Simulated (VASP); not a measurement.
# ZrB (Fm-3m) in VASP: single point with PBE

Aim: the single point of ZrB with PBE.

Program: VASP 6.6.1. These are calculated values, not measurements. Logs are shortened: lines on timing, memory, paths and dates and some standing lists are left out, and cuts for length are marked.

### Step 1. The cell of the first run

The structure is cubic, space group Fm-3m (No. 225). Conventional cell: a = 4.650 Å, b = 4.650 Å, c = 4.650 Å, α = 90.00°, β = 90.00°, γ = 90.00°. Zr (site symmetry m-3m) has 6 B at 2.33 Å within 3.1 Å. Within 3.1 Å of B (site symmetry m-3m) lie 6 Zr at 2.33 Å.

### Step 2. Single point, PBE

Input file INCAR:

```
SYSTEM = ZrB
ALGO = Normal ; EDIFF = 1E-6
ENCUT = 520 ; GGA = PE
ISIF = 2 ; ISMEAR = 0
LASPH = .TRUE. ; LCHARG = .TRUE.
LELF = .TRUE. ; LREAL = .FALSE.
LVHAR = .TRUE. ; LWAVE = .FALSE.
NBANDS = 14 ; NELM = 60
PREC = Accurate ; SIGMA = 0.05
```

Input file KPOINTS:

```
k-points
0
G
  12 12 12
  0 0 0
```

Input file POSCAR:

```
ZrB
1.0
    0.0000000000      2.3250000000      2.3250000000
    2.3250000000      0.0000000000      2.3250000000
    2.3250000000      2.3250000000      0.0000000000
Zr B
1 1
Direct
    0.0000000000      0.0000000000      0.0000000000
    0.5000000000      0.5000000000      0.5000000000
```

Potentials or basis: VASP PAW PBE potentials, release 64 (Zr_sv, B).

Launch:

```bash
> cat potpaw_PBE.64/Zr_sv/POTCAR potpaw_PBE.64/B/POTCAR > POTCAR
> mpirun -np 1 vasp_std > vasp.out
```

OUTCAR:

```text
SYSTEM = ZrB
   EDIFF = 1E-6
   ENCUT = 520
   GGA = PE
   ISIF = 2
   ISMEAR = 0
   LASPH = .TRUE.
   LREAL = .FALSE.
   NELM = 60
   PREC = Accurate

 ion  position               nearest neighbor table
   1  0.000  0.000  0.000-   2 2.33   2 2.33   2 2.33   2 2.33   2 2.33   2 2.33
   2  0.500  0.500  0.500-   1 2.33   1 2.33   1 2.33   1 2.33   1 2.33   1 2.33

  LATTYP: Found a face centered cubic cell.
 ALAT       =     4.6500000000

  Lattice vectors:

 A1 = (   0.0000000000,   2.3250000000,   2.3250000000)
 A2 = (   2.3250000000,   0.0000000000,   2.3250000000)
 A3 = (   2.3250000000,   2.3250000000,   0.0000000000)

Analysis of symmetry for initial positions (statically):
=====================================================================
 Subroutine PRICEL returns:
 Original cell was already a primitive cell.

 Routine SETGRP: Setting up the symmetry group for a
 face centered cubic supercell.

 Subroutine GETGRP returns: Found 48 space group operations
 (whereof 48 operations were pure point group operations)
 out of a pool of 48 trial point group operations.

The static configuration has the point symmetry O_h .

Analysis of symmetry for dynamics (positions and initial velocities):
=====================================================================
 Subroutine PRICEL returns:
 Original cell was already a primitive cell.

 Routine SETGRP: Setting up the symmetry group for a
 face centered cubic supercell.

 Subroutine GETGRP returns: Found 48 space group operations
 (whereof 48 operations were pure point group operations)
 out of a pool of 48 trial point group operations.

The dynamic configuration has the point symmetry O_h .

 Subroutine INISYM returns: Found 48 space group operations
 (whereof 48 operations are pure point group operations),
 and found     1 'primitive' translations

----------------------------------------------------------------------------------------

                                     Primitive cell

  volume of cell :      25.1362

  direct lattice vectors                    reciprocal lattice vectors
     0.000000000  2.325000000  2.325000000    -0.215053763  0.215053763  0.215053763
     2.325000000  0.000000000  2.325000000     0.215053763 -0.215053763  0.215053763
     2.325000000  2.325000000  0.000000000     0.215053763  0.215053763 -0.215053763

  length of vectors
     3.288046533  3.288046533  3.288046533     0.372484045  0.372484045  0.372484045

  position of ions in fractional coordinates (direct lattice)
     0.000000000  0.000000000  0.000000000
     0.500000000  0.500000000  0.500000000

  ion indices of the primitive-cell ions
   primitive index   ion index
                 1           1
                 2           2

----------------------------------------------------------------------------------------

 KPOINTS: k-points

Automatic generation of k-mesh.
 Grid dimensions read from file:
 generate k-points for:   12   12   12

 Generating k-lattice:

  Cartesian coordinates                     Fractional coordinates (reciprocal lattice)
    -0.017921147  0.017921147  0.017921147     0.083333333  0.000000000  0.000000000
     0.017921147 -0.017921147  0.017921147     0.000000000  0.083333333  0.000000000
     0.017921147  0.017921147 -0.017921147     0.000000000  0.000000000  0.083333333

  Length of vectors
     0.031040337  0.031040337  0.031040337

  Shift w.r.t. Gamma in fractional coordinates (k-lattice)
     0.000000000  0.000000000  0.000000000

 Subroutine IBZKPT returns following result:
 ===========================================

 Found     72 irreducible k-points:

 Following reciprocal coordinates:
            Coordinates               Weight
  0.000000  0.000000  0.000000      1.000000
  0.083333  0.000000  0.000000      8.000000
  0.166667  0.000000  0.000000      8.000000
  0.250000  0.000000  0.000000      8.000000
  0.333333  0.000000  0.000000      8.000000
  0.416667  0.000000  0.000000      8.000000
[... 16 lines left out ...]
  0.500000  0.166667  0.000000     24.000000
 -0.416667  0.166667  0.000000     24.000000
 [... further k-points ...]
   k-points           NKPTS =     72   k-points in BZ     NKDIM =     72   number of bands    NBANDS=     14
   number of dos      NEDOS =    301   number of ions     NIONS =      2
   total plane-waves  NPLWV =  13824
   dimension x,y,z NGX =    24 NGY =   24 NGZ =   24
   dimension x,y,z NGXF=    48 NGYF=   48 NGZF=   48
   ions per type =               1   1
   NGX,Y,Z   is equivalent  to a cutoff of  12.13, 12.13, 12.13 a.u.
   NGXF,Y,Z  is equivalent  to a cutoff of  24.27, 24.27, 24.27 a.u.
 SYSTEM =  ZrB
   PREC   = accura    normal or accurate (medium, high low for compatibility)
   ISTART =      0    job   : 0-new  1-cont  2-samecut
   ICHARG =      2    charge: 1-file 2-atom 10-const
   ISPIN  =      1    spin polarized calculation?
   LNONCOLLINEAR =      F non collinear calculations
   LSORBIT =      F    spin-orbit coupling
   LASPH  =      T    aspherical Exc in radial PAW
   ENCUT  =  520.0 eV  38.22 Ry    6.18 a.u.   6.11  6.11  6.11*2*pi/ulx,y,z
   NELM   =     60;   NELMIN=  2; NELMDL= -5     # of ELM steps
   EDIFF  = 0.1E-05   stopping-criterion for ELM
   LREAL  =      F    real-space projection
   EDIFFG = 0.1E-04   stopping-criterion for IOM
   NSW    =      0    number of steps for IOM
   IBRION =     -1    ionic relax: 0-MD 1-quasi-New 2-CG
   NFREE  =      0    steps in history (QN), initial steepest desc. (CG)
   ISIF   =      2    stress and relaxation
   ISYM   =      2    0-nonsym 1-usesym 2-fastsym
   POTIM  = 0.5000    time-step for ionic-motion
   TEBEG  =    0.0;   TEEND  =   0.0 temperature during run
   PSTRESS=    0.0 pullay stress
   NELECT =      15.0000    total number of electrons
   NUPDOWN=      -1.0000    fix difference up-down
   EMIN   =  10.00;   EMAX   =-10.00  energy-range for DOS
   EFERMI =   0.00;   METHOD = LEGACY
   ISMEAR =     0;   SIGMA  =   0.05  broadening in eV -4-tet -1-fermi 0-gaus
   EFERMI_NEDOS =   21; number of points for ismear=-14 and -15
   IALGO  =     38    algorithm
   IMIX   =      4    mixing-type and parameters
     AMIX     =   0.40;   BMIX     =  1.00
     AMIX_MAG =   1.60;   BMIX_MAG =  1.00
  volume/ion in A,a.u.               =      12.57        84.81
  Fermi-wavevector in a.u.,A,eV,Ry     =   1.378285  2.604581 25.846565  1.899669
  Thomas-Fermi vector in A             =   2.503360
   LORBIT       =      0    0 simple, 1 ext, 2 COOP (PROOUT), +10 PAW based schemes
   GGA     = PE    functional components
   LHFCALC =     F    Hartree Fock is set to
   AEXX    =    0.0000 exact exchange contribution
   IVDW    =     0    specifies the selected vdW correction
   LEPSILON=     F    determine dielectric tensor
   LRPA    =     F    only Hartree local field effects (RPA)
 non-spin polarized calculation
 Gauss-broadening in eV      SIGMA  =   0.05
  energy-cutoff  :      520.00
  volume of cell :       25.14
 maximum number of plane-waves:       700
   NGX = 13   NGY = 13   NGZ = 13

 number of electron      15.0000000 magnetization

 Free energy of the ion-electron system (eV)
  ---------------------------------------------------
  ext. energy  EPLUGINS =         0.00000000
  ---------------------------------------------------
  free energy    TOTEN  =       -15.58457926 eV

  energy without entropy =      -15.58299672  energy(sigma->0) =      -15.58378799

 E-fermi :   9.0205     XC(G=0): -12.2210

 val. band max:        9.0095872040   @ k =   0.5000   0.2500   0.0000
 cond. band min:       9.0725560168   @ k =   0.3333   0.1667   0.0833
 fundamental gap:      0.0629688128
 Fermi energy:         9.0204748462

 k-point     1 :       0.0000    0.0000    0.0000
  band No.  band energies     occupation
      1     -37.7600      2.00000
      2     -15.5003      2.00000
      3     -15.5003      2.00000
      4     -15.5003      2.00000
      5       0.6897      2.00000
      6      10.9414      0.00000
      7      10.9414      0.00000
      8      10.9414      0.00000
      9      12.7193      0.00000
     10      12.7193      0.00000
     11      12.8392      0.00000
     12      12.8392      0.00000
     13      12.8392      0.00000
     14      20.1607      0.00000

 k-point     2 :       0.0833    0.0000    0.0000
  band No.  band energies     occupation
      1     -37.7521      2.00000
      2     -15.5694      2.00000
      3     -15.5067      2.00000
      4     -15.5067      2.00000
      5       0.8800      2.00000
      6      10.3730      0.00000
      7      10.7871      0.00000
      8      10.7871      0.00000
      9      11.6624      0.00000
     10      11.6624      0.00000
     11      13.1261      0.00000
     12      14.4248      0.00000
     13      14.4248      0.00000
     14      20.6266      0.00000

 k-point     3 :       0.1667    0.0000    0.0000
  band No.  band energies     occupation
      1     -37.7303      2.00000
      2     -15.7538      2.00000
      3     -15.5240      2.00000
      4     -15.5240      2.00000
      5       1.4176      2.00000
      6       9.2849      0.00000
      7       9.8297      0.00000
      8       9.8297      0.00000
      9      11.8747      0.00000
     10      11.8747      0.00000
     11      13.5305      0.00000
     12      16.2641      0.00000
     13      16.2641      0.00000
     14      21.8018      0.00000

 k-point     4 :       0.2500    0.0000    0.0000
  band No.  band energies     occupation
      1     -37.7003      2.00000
      2     -15.9965      2.00000
      3     -15.5475      2.00000
      4     -15.5475      2.00000
      5       2.2134      2.00000
      6       8.1461      2.00000
      7       8.8828      1.99990
      8       8.8828      1.99990
      9      12.6011      0.00000
     10      12.6011      0.00000
     11      13.9336      0.00000
     12      18.1967      0.00000
     13      18.1967      0.00000
     14      22.0076      0.00000

 k-point     5 :       0.3333    0.0000    0.0000
  band No.  band energies     occupation
      1     -37.6702      2.00000
      2     -16.2297      2.00000
      3     -15.5708      2.00000
      4     -15.5708      2.00000
      5       3.1496      2.00000
      6       7.0831      2.00000
      7       8.1799      2.00000
      8       8.1799      2.00000
      9      13.5254      0.00000
     10      13.5254      0.00000
     11      14.5155      0.00000
[... 276 lines left out ...]
 k-point    22 :       0.4167    0.1667    0.0000
  band No.  band energies     occupation
      1     -37.6453      2.00000
      2     -16.2541      2.00000
      3     -15.6941      2.00000
      4     -15.6615      2.00000
      5       3.5573      2.00000
      6       6.4838      2.00000
      7       8.1224      2.00000
      8       8.7523      2.00000
      9      12.3127      0.00000
     10      14.8192      0.00000
     11      15.8871      0.00000
     12      18.4862      0.00000
     13      19.9504      0.00000
     14      22.3354      0.00000

 k-point    23 :       0.5000    0.1667    0.0000
  band No.  band energies     occupation
      1     -37.6297      2.00000
      2     -16.3538      2.00000
      3     -15.7421      2.00000
      4     -15.6546      2.00000
      5       4.2498      2.00000
      6       5.8770      2.00000
      7       7.9959      2.00000
      8       8.2516      2.00000
      9      13.2672      0.00000
     10      15.0014      0.00000
     11      16.0946      0.00000
     12      19.1980      0.00000
     13      19.8609      0.00000
     14      21.9102      0.00000

 k-point    24 :      -0.4167    0.1667    0.0000
  band No.  band energies     occupation
      1     -37.6277      2.00000
      2     -16.3628      2.00000
      3     -15.7758      2.00000
      4     -15.6304      2.00000
      5       4.6202      2.00000
      6       5.5422      2.00000
      7       7.9808      2.00000
      8       8.0168      2.00000
      9      14.2726      0.00000
     10      14.4458      0.00000
     11      15.7869      0.00000
     12      19.3525      0.00000
     13      20.3364      0.00000
     14      21.3239      0.00000

 [... further k-points ...]
[... 5 lines left out ...]
  --------------------------------------------------------------------------------------
  -------------------------------------------------------------------------------------
  Total        5.5104730      5.5104730      5.5104730      0.0000000      0.0000000     -0.0000000
  in kB      351.2372727    351.2372727    351.2372727      0.0000000      0.0000000     -0.0000000
  external PRESSURE =     351.2372727 kB  Pullay stress =       0.0000000 kB

 VOLUME and BASIS-vectors are now :
 -----------------------------------------------------------------------------
  energy-cutoff  :      520.00
  volume of cell :       25.14
      direct lattice vectors                 reciprocal lattice vectors
     0.000000000  2.325000000  2.325000000    -0.215053763  0.215053763  0.215053763
     2.325000000  0.000000000  2.325000000     0.215053763 -0.215053763  0.215053763
     2.325000000  2.325000000  0.000000000     0.215053763  0.215053763 -0.215053763

 POSITION                                       TOTAL-FORCE (eV/Angst)
 -----------------------------------------------------------------------------------
      0.00000      0.00000      0.00000        -0.000000      0.000000      0.000000
      2.32500      2.32500      2.32500         0.000000      0.000000      0.000000
 -----------------------------------------------------------------------------------
    total drift:                                0.000000     -0.000000     -0.000000

  FREE ENERGIE OF THE ION-ELECTRON SYSTEM (eV)
  ---------------------------------------------------
  free  energy   TOTEN  =       -15.5845792610 eV

  energy  without entropy=      -15.5829967152  energy(sigma->0) =      -15.58378799
```

Run time: 34 s. Hardware: 1 thread of AMD EPYC 7R13, shared host; peak memory 0.12 GiB.

Results:

* Free energy: -15.5846 eV
* Pressure: 35.1 GPa

Levels at points of the mesh, in eV from the Fermi level:
| k point | band 6 | band 7 | band 8 | band 9 | band 10 | band 11 |
| --- | --- | --- | --- | --- | --- | --- |
| (0.00, 0.00, 0.00) | 1.92 | 1.92 | 1.92 | 3.70 | 3.70 | 3.82 |
| (0.50, 0.00, 0.00) | -3.61 | -1.41 | -1.41 | 5.77 | 5.77 | 7.37 |
| (0.50, 0.50, 0.00) | -1.13 | -0.30 | 2.55 | 2.55 | 5.47 | 6.93 |
